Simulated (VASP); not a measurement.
Set up this calculation in VASP 6.6.1, as the native input.

| Property | Result |
| --- | --- |
| Task | single point |
| Functional | r2SCAN |
| Potentials or basis | VASP PAW PBE potentials, release 64 (Si) |
| Cutoff | 520 eV |
| k mesh | 24 × 24 × 20 |
| Occupations | gaussian, width 0.15 eV |
| Spin | no spin polarisation |
| Dipole correction | no |
| Further INCAR settings | ALGO = Normal; EDIFF = 1e-06; NBANDS = 8 |

The system is Si.

```
Si
1.0
     2.65985    0.00000    0.00000
    -1.32993    2.30350    0.00000
     0.00000    0.00000    2.50335
Si
1
Direct
  0.00000 0.00000 0.00000
```

This cell differs from its parent crystal: strain +0.015 along x and y, +0.015 along z.

These files were run (other wordings do the same):

POSCAR

```
Si
1.0
    2.6598509571      0.0000000000      0.0000000000
   -1.3299254786      2.3034984991      0.0000000000
    0.0000000000      0.0000000000      2.5033497058
Si
1
Direct
    0.0000000000      0.0000000000      0.0000000000
```

INCAR.step1

```
  PREC = Accurate
  ENCUT = 520
  ISMEAR = 0
  SIGMA = 0.15
  LREAL = F
  LASPH = T
  NELM = 100
  NBANDS = 8
  GGA = PE
  ALGO = Normal
  EDIFF = 1E-4
  LWAVE = T
  LCHARG = F
```

INCAR.step2

```
  PREC = Accurate
  ENCUT = 520
  EDIFF = 1E-6
  ISMEAR = 0
  SIGMA = 0.15
  LREAL = F
  LASPH = T
  NELM = 100
  ALGO = Normal
  ISIF = 2
  LWAVE = F
  LCHARG = F
  METAGGA = R2SCAN
  LMIXTAU = T
  NBANDS = 8
  ISTART = 1
```

KPOINTS

```
Automatic mesh
0
Gamma
  24 24 20
```

Potentials or basis: VASP PAW PBE potentials, release 64 (Si).

The run is started by

```sh
$ cat potpaw_PBE.64/Si/POTCAR > POTCAR
$ cp INCAR.step1 INCAR
$ mpirun -np 1 vasp_std > vasp.out
$ cp INCAR.step2 INCAR
$ mpirun -np 1 vasp_std > vasp.out
```

Results of the run:

* Pressure: -2.9 GPa
* Band gap on the k mesh: zero (bands 2 and 3 overlap by 12.46 eV)

Caveat: the cell differs from its parent crystal (strain +0.015 along x and y, +0.015 along z); the PAW data sets were made with another functional, which shifts forces and pressure a little.

Run time: 4.2 min on 1 thread of AMD EPYC 7R43 64-Core Processor (Zen 3), on a shared host, peak memory 0.15 GiB.
